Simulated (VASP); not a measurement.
A run of VASP 6.6.1:

Contents of POSCAR:

```
Au
1.0
    0.0000000000      2.0619909486      2.0619909486
    2.0619909486      0.0000000000      2.0619909486
    2.0619909486      2.0619909486      0.0000000000
Au
1
Direct
    0.0000000000      0.0000000000      0.0000000000
```

INCAR.step1

```
SYSTEM = Au
PREC     = Accurate       ! precision mode
ENCUT    = 520            ! plane-wave cutoff, eV
ISMEAR   = -1             ! smearing method
SIGMA    = 0.05           ! smearing width, eV
LREAL    = .False.        ! projectors in reciprocal space
LASPH    = .True.         ! aspherical terms in the spheres
NELM     = 60             ! most SCF steps
NBANDS   = 12             ! bands
GGA      = PE             ! functional
ALGO     = Normal         ! electronic algorithm
EDIFF    = 1E-4           ! SCF threshold, eV
LWAVE    = .True.         ! write WAVECAR
LCHARG   = .False.        ! write CHGCAR
```

Contents of INCAR.step2:

```
SYSTEM = Au
PREC     = Accurate       ! precision mode
ENCUT    = 520            ! plane-wave cutoff, eV
EDIFF    = 1E-6           ! SCF threshold, eV
ISMEAR   = -1             ! smearing method
SIGMA    = 0.05           ! smearing width, eV
LREAL    = .False.        ! projectors in reciprocal space
LASPH    = .True.         ! aspherical terms in the spheres
NELM     = 60             ! most SCF steps
ALGO     = Normal         ! electronic algorithm
ISIF     = 2              ! what is computed and relaxed
LWAVE    = .False.        ! write WAVECAR
LCHARG   = .False.        ! write CHGCAR
METAGGA  = R2SCAN         ! meta-GGA
LMIXTAU  = .True.       
NBANDS   = 12             ! bands
ISTART   = 1
```

Contents of KPOINTS:

```
regular mesh
0
Gamma
  16 16 16
  0 0 0
```

Potentials or basis: VASP PAW PBE potentials, release 64 (Au).

The run is started by

```bash
$ cat potpaw_PBE.64/Au/POTCAR > POTCAR
$ cp INCAR.step1 INCAR
$ mpirun -np 1 vasp_std > vasp.out
$ cp INCAR.step2 INCAR
$ mpirun -np 1 vasp_std > vasp.out
```

Hardware: 1 thread of Intel Xeon 8259CL, on a shared host.

**Question.** How long does it take, and how much memory?

**Answer.** It took 100 s on 1 thread of Intel Xeon 8259CL, on a shared host, peak memory 0.17 GiB. Counts: k points 145.
